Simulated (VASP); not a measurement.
# GaAs (F-43m) in VASP: further runs, part 2 of 2

VASP 6.6.1. The steps go on from the part before.

### Step 5. Elastic constants, PBEsol

This run uses another cell than the first one, of 21.51 Å³/atom, 1.106 times its volume.

INCAR

```
SYSTEM = GaAs
  PREC = Accurate
  ENCUT = 600
  EDIFF = 1E-8
  ISMEAR = 0
  SIGMA = 0.01
  LREAL = .False.
  LASPH = .True.
  NELM = 100
  ALGO = Normal
  ISIF = 3
  LWAVE = .False.
  LCHARG = .False.
  GGA = PS
  IBRION = 6
  NFREE = 2
  POTIM = 0.015
  NSW = 1
```

KPOINTS

```
Automatic mesh
0
Gamma
  8 8 8
  0 0 0
```

POSCAR

```
GaAs
1.0
    0.0000000000      2.7812032184      2.7812032184
    2.7812032184      0.0000000000      2.7812032184
    2.7812032184      2.7812032184      0.0000000000
Ga As
1 1
Direct
    0.0000000000      0.0000000000      0.0000000000
    0.7500000000      0.7500000000      0.7500000000
```

Potentials or basis: VASP PAW PBE potentials, release 64 (Ga_d, As).

Run with:

```sh
> cat potpaw_PBE.64/Ga_d/POTCAR potpaw_PBE.64/As/POTCAR > POTCAR
> mpirun -np 1 vasp_std > vasp.out
```

OUTCAR:

```text
SYSTEM = GaAs
   PREC = Accurate
   ENCUT = 600
   EDIFF = 1E-8
   ISMEAR = 0
   LREAL = .False.
   LASPH = .True.
   NELM = 100
   ISIF = 3
   GGA = PS
   IBRION = 6
   NFREE = 2
   POTIM = 0.015
   NSW = 1

 ion  position               nearest neighbor table
   1  0.000  0.000  0.000-   2 2.41   2 2.41   2 2.41   2 2.41
   2  0.750  0.750  0.750-   1 2.41   1 2.41   1 2.41   1 2.41

  LATTYP: Found a face centered cubic cell.
 ALAT       =     5.5624064368

  Lattice vectors:

 A1 = (   0.0000000000,   2.7812032184,   2.7812032184)
 A2 = (   2.7812032184,   0.0000000000,   2.7812032184)
 A3 = (   2.7812032184,   2.7812032184,   0.0000000000)

Analysis of symmetry for initial positions (statically):
=====================================================================
 Subroutine PRICEL returns:
 Original cell was already a primitive cell.

 Routine SETGRP: Setting up the symmetry group for a
 face centered cubic supercell.

 Subroutine GETGRP returns: Found 24 space group operations
 (whereof 24 operations were pure point group operations)
 out of a pool of 48 trial point group operations.

The static configuration has the point symmetry T_d .

Analysis of symmetry for dynamics (positions and initial velocities):
=====================================================================
 Subroutine PRICEL returns:
[... 757 lines left out ...]
      6      -8.8401      2.00000
      7       4.2285      2.00000
      8       4.2772      2.00000
      9       4.3237      2.00000
     10       5.1037      0.00000
     11       7.9437      0.00000
     12       7.9743      0.00000
     13       8.0072      0.00000
[... 397 lines left out ...]
  FREE ENERGIE OF THE ION-ELECTRON SYSTEM (eV)
  ---------------------------------------------------
  free  energy   TOTEN  =        -9.0563876125 eV

  energy  without entropy=       -9.0563876125  energy(sigma->0) =       -9.05638761

 INTERNAL STRAIN TENSORS FROM STRAINED CELLS
 ============================================

 INTERNAL STRAIN TENSOR FOR ION    1 for displacements in x,y,z  (eV/Angst):
          X           Y           Z          XY          YZ          ZX
  --------------------------------------------------------------------------------
  x    -0.00000    -0.00000    -0.00000     0.00000    -9.27119    -0.00000
  y     0.00000    -0.00000    -0.00000     0.00000     0.00000    -9.27161
  z     0.00000    -0.00000    -0.00000    -9.27091     0.00000     0.00000

 INTERNAL STRAIN TENSORS FROM DISPLACED ATOMS
 ============================================

 INTERNAL STRAIN TENSOR FOR ION    1 for displacements in x,y,z  (eV/Angst):
          X           Y           Z          XY          YZ          ZX
  --------------------------------------------------------------------------------
  x    -0.00000     0.00000     0.00000     0.00000    -9.29241     0.00000
  y     0.00000     0.00000     0.00000     0.00000     0.00000    -9.29241
  z     0.00000     0.00000     0.00000    -9.29241     0.00000     0.00000

 INTERNAL STRAIN TENSOR FOR ION    2 for displacements in x,y,z  (eV/Angst):
          X           Y           Z          XY          YZ          ZX
  --------------------------------------------------------------------------------
  x     0.00000     0.00000     0.00000     0.00000     9.28275     0.00000
  y     0.00000     0.00000     0.00000     0.00000     0.00000     9.28275
  z     0.00000     0.00000     0.00000     9.28275     0.00000     0.00000

 Eigenvectors and eigenvalues of the dynamical matrix
 ----------------------------------------------------

   1 f  =    8.406109 THz    52.817142 2PiTHz  280.397623 cm-1    34.764859 meV
             X         Y         Z           dx          dy          dz
      0.000000  0.000000  0.000000     0.000000    0.719666    0.000000
      4.171805  4.171805  4.171805     0.000000   -0.694320    0.000000
[... 21 lines left out ...]
   6 f/i=    0.000438 THz     0.002753 2PiTHz    0.014617 cm-1     0.001812 meV
             X         Y         Z           dx          dy          dz
      0.000000  0.000000  0.000000     0.000000    0.000000   -0.694320
      4.171805  4.171805  4.171805     0.000000    0.000000   -0.719666

--------------------------------------------------------------------------------------------------------

 ELASTIC MODULI CONTR FROM IONIC RELAXATION (kBar)
 Direction    XX          YY          ZZ          XY          YZ          ZX
 --------------------------------------------------------------------------------
 XX          -0.0000      0.0000      0.0000     -0.0000     -0.0000     -0.0000
 YY           0.0000     -0.0000      0.0000      0.0000      0.0000      0.0000
 ZZ           0.0000      0.0000      0.0000      0.0000      0.0000      0.0000
 XY          -0.0000      0.0000      0.0000   -307.6206     -0.0000     -0.0000
 YZ          -0.0000      0.0000      0.0000     -0.0000   -307.6206     -0.0000
 ZX          -0.0000      0.0000      0.0000     -0.0000     -0.0000   -307.6206
 --------------------------------------------------------------------------------

 TOTAL ELASTIC MODULI (kBar)
 Direction    XX          YY          ZZ          XY          YZ          ZX
 --------------------------------------------------------------------------------
 XX        1246.1956    638.3887    638.3887     -0.0000     -0.0000      0.0000
 YY         638.3887   1246.1956    638.3887      0.0000      0.0000      0.0000
 ZZ         638.3887    638.3887   1246.1956     -0.0000      0.0000     -0.0000
 XY          -0.0000      0.0000     -0.0000    587.4381     -0.0000     -0.0000
 YZ          -0.0000      0.0000      0.0000     -0.0000    587.4381     -0.0000
 ZX           0.0000      0.0000     -0.0000     -0.0000     -0.0000    587.4381
 --------------------------------------------------------------------------------
```

It took 7.4 min on 1 thread of Intel Xeon Platinum 8488C (Sapphire Rapids), shared host; peak memory 0.34 GiB.

What came out:

```
Elastic constants C11, C12, C44                         : 125, 64, 59 GPa
Voigt bulk modulus                                      : 84 GPa
Highest phonon frequency at Γ, LO-TO splitting left out : 280 cm⁻¹
```

Phonon frequencies in cm⁻¹ (negative: imaginary):
| q point | frequencies |
| --- | --- |
| (0.000, 0.000, 0.000) | 0 0 0 280 280 280 |

Elastic tensor in Voigt notation (GPa, in the Cartesian axes of the cell as first typed):
```
125  64  64   0   0   0
 64 125  64   0   0   0
 64  64 125   0   0   0
  0   0   0  59   0   0
  0   0   0   0  59   0
  0   0   0   0   0  59
```

Clamped-ion elastic tensor (GPa):
```
125  64  64   0   0   0
 64 125  64   0   0   0
 64  64 125   0   0   0
  0   0   0  90   0   0
  0   0   0   0  90   0
  0   0   0   0   0  90
```

Caveat: the cell is under stress, which shifts elastic constants; the PAW data sets were made with another functional, which shifts forces and pressure a little.
